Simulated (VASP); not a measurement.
Here is a VASP 6.6.1 calculation.

The input INCAR:

```
SYSTEM = CuSi16
ALGO = Normal
EDIFF = 1E-6
ENCUT = 520
GGA = PE
ISIF = 2
ISMEAR = -1
IVDW = 12
LASPH = .True.
LCHARG = .False.
LREAL = Auto
LWAVE = .False.
NBANDS = 52
NELECT = 74.0
NELM = 100
PREC = Accurate
SIGMA = 0.02
```

Contents of KPOINTS:

```
k-points
0
Gamma
  2 2 2
  0 0 0
```

The input POSCAR:

```
CuSi16
1.0
    0.0000000000      5.4300000000      5.4300000000
    5.4300000000      0.0000000000      5.4300000000
    5.4300000000      5.4300000000      0.0000000000
Si Cu
16 1
Direct
   -0.0120731833      0.0014963957      0.0061387646
    0.1170887867      0.1183997680      0.1429850641
    0.0230626965     -0.0428592801      0.5104651126
    0.1169554646      0.1181266904      0.6235764805
   -0.0040899206      0.4922616146      0.0139105615
    0.1189459330      0.6289298445      0.1268984093
   -0.0040864457      0.4919903728      0.4994399999
    0.1351226190      0.5854613905      0.6403854735
    0.5072063442     -0.0009297537      0.0024669320
    0.6138278643      0.1442407342      0.1219017833
    0.5069571025     -0.0004676945      0.4928612828
    0.6517092707      0.1127942341      0.6187199307
    0.4930429686      0.5154380204     -0.0036384222
    0.6215207889      0.6270793088      0.1287552018
    0.5122356216      0.4871054217      0.5011104458
    0.6214942836      0.6275100138      0.6239842680
    0.2855832255      1.1592767489      0.7785242119
```

Potentials or basis: VASP PAW PBE potentials, release 64 (Si, Cu).

Launch:

```sh
$ cat potpaw_PBE.64/Si/POTCAR potpaw_PBE.64/Cu/POTCAR > POTCAR
$ mpirun -np 1 vasp_std > vasp.out
```

Question: Predict the dispersion energy per atom.

Answer: -0.334 eV.

Question: What does it give for the largest force?

Answer: 0.026 eV/Å.

Forces on the atoms (eV/Å):
```
Si   0.008  0.001 -0.014
Si  -0.019 -0.001  0.013
Si   0.024  0.003 -0.009
Si  -0.017 -0.001  0.006
Si   0.015  0.001 -0.008
Si  -0.007 -0.002  0.005
Si   0.008 -0.011 -0.009
Si  -0.006  0.004  0.018
Si   0.012 -0.004 -0.007
Si  -0.013 -0.004  0.011
Si   0.006  0.005 -0.016
Si  -0.009  0.006  0.007
Si   0.008  0.003 -0.018
Si  -0.008  0.005  0.013
Si   0.010  0.000 -0.006
Si  -0.017  0.002  0.009
Cu   0.004 -0.008  0.005
```

Caveat: the k points lie up to 0.50 Å⁻¹ apart; the cell carries a net charge on a neutralising background, which shifts energy and pressure.
